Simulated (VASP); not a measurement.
## ZnSe: relaxation of cell and atoms with PBE

Crystal: ZnSe.

```
CELL_PARAMETERS angstrom
0.00000 2.83244 2.83244
2.83244 0.00000 2.83244
2.83244 2.83244 0.00000
ATOMIC_POSITIONS crystal
Zn 0.00000 0.00000 0.00000
Se 0.75000 0.75000 0.75000
```

| Quantity | Value |
| --- | --- |
| Program | VASP 6.6.1 |
| Task | relaxation of cell and atoms |
| Functional | PBE |
| Potentials or basis | VASP PAW PBE potentials, release 64 (Zn, Se) |
| Cutoff | 600 eV |
| k mesh | 8 × 8 × 8 |
| Occupations | gaussian, width 0.02 eV |
| Spin | no spin polarisation |
| Dipole correction | no |
| Further INCAR settings | ALGO = Normal; EDIFF = 1e-06; IBRION = 2; EDIFFG = -0.005; NSW = 100; ISIF = 3 |

```yaml
Relaxed_volume: 23.65 Å³/atom
Relaxed_cell: a = 4.059 Å, b = 4.059 Å, c = 4.059 Å, α = 60.00°, β = 60.00°, γ = 60.00°
Space_group_after_relaxing_to_0.05_Å: F-43m (No. 216)
Energy_gained_by_relaxing: 6.6 meV/atom
Ionic_steps: 5
Pressure_after_relaxing: 0.0 GPa
Band_gap_on_the_k_mesh: 1.14 eV, direct
```

Step by step:
| step | energy change (eV) | largest force (eV/Å) | pressure (GPa) | volume (Å³) |
| --- | --- | --- | --- | --- |
| 1 | 0.0000 | 0.0000 | 2.43 | 45.45 |
| 2 | -0.0123 | 0.0000 | -0.57 | 47.75 |
| 3 | -0.0132 | 0.0000 | 0.11 | 47.25 |
| 4 | -0.0131 | 0.0000 | -0.06 | 47.33 |
| 5 | -0.0132 | 0.0000 | -0.02 | 47.29 |

Final structure:
```xyz
2
Lattice="0.0000 2.8703 2.8703 2.8703 0.0000 2.8703 2.8703 2.8703 0.0000" Properties=species:S:1:pos:R:3 pbc="T T T"
Zn    0.0000    0.0000    0.0000
Se    4.3054    4.3054    4.3054
```

Levels at points of the mesh, in eV from the valence-band top:
| k point | band 7 | band 8 | band 9 | band 10 | band 11 | band 12 |
| --- | --- | --- | --- | --- | --- | --- |
| (0.00, 0.00, 0.00) | 0.00 | 0.00 | 0.00 | 1.14 | 5.81 | 5.81 |
| (0.50, 0.00, 0.00) | -4.99 | -0.81 | -0.81 | 2.48 | 6.39 | 6.39 |
| (0.50, 0.50, 0.00) | -4.59 | -2.05 | -2.05 | 3.07 | 3.46 | 10.47 |

Wall time 74 s on 1 thread of AMD EPYC 7R43 64-Core Processor (Zen 3), with other jobs on the host, peak memory 0.16 GiB.

Expect the measured gap to be larger: semilocal functionals such as PBE lack the derivative discontinuity.
